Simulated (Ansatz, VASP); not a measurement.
# Two plane-wave programs on Mn

```
CELL_PARAMETERS angstrom
3.67277 0.00000 0.00000
-1.83638 3.18071 0.00000
0.00000 0.00000 4.27924
ATOMIC_POSITIONS crystal
Mn 0.00000 0.00000 0.25000
Mn 0.00000 0.00000 0.75000
Mn 0.33333 0.66667 0.75000
Mn 0.66667 0.33333 0.25000
```

Alike in both runs: functional r2SCAN; k mesh 6 × 6 × 4; occupations gaussian, width 0.1 eV; no spin polarisation.

Ansatz relaxed the structure, and its values are those at the end. VASP's run is a single point on that final structure, the one shown.

```csv
,VASP,Ansatz
version,VASP 6.6.1,Ansatz 0.2.0
potentials or method,"VASP PAW PBE potentials, release 64 (Mn_pv), cutoff 520 eV","scalar-relativistic, plane waves, PAW"
valence electrons in the cell,52,60
```

```csv
,VASP,Ansatz,Ansatz less VASP
gap on the k mesh at the Fermi level (eV),none,none,-
pressure (GPa),1.0,-0.1,-1.13
```

VASP's potentials were made for PBE, not for r2SCAN. A gap of «none» marks a metal or a gap that the smearing closes. VASP's potentials hold 52 valence electrons a cell and Ansatz's 60, so a difference there can come from the potentials and not from the codes.

The k mesh is coarse, so the values compare programs but aren't converged.
